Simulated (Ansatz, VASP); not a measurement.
**Pt: VASP beside Ansatz**

```
CELL_PARAMETERS angstrom
0.00000 1.93440 1.93440
1.93440 0.00000 1.93440
1.93440 1.93440 0.00000
ATOMIC_POSITIONS crystal
Pt 0.00000 0.00000 0.00000
```

Alike in both runs: task single point; functional PBE0; k mesh 8 × 8 × 8; occupations fermi-dirac, width 0.05 eV; no spin polarisation.

```csv
,VASP,Ansatz
version,VASP 6.6.1,Ansatz 0.2.0
potentials or method,"VASP PAW PBE potentials, release 64 (Pt)",Ansatz PAW
plane-wave cutoff (eV),520,420
valence electrons in the cell,10,18
```

```tsv
	VASP	Ansatz	Ansatz less VASP
gap on the k mesh at the Fermi level (eV)	none	none	-
pressure (GPa)	13.0	13.0	+0.04
```

A gap of «none» marks a metal or a gap that the smearing closes. With one functional, cell and mesh, what is left measures potentials, basis and numerics. VASP's potentials hold 10 valence electrons a cell and Ansatz's 18, so a difference there can come from the potentials and not from the codes.

Neither program's run includes spin-orbit coupling.
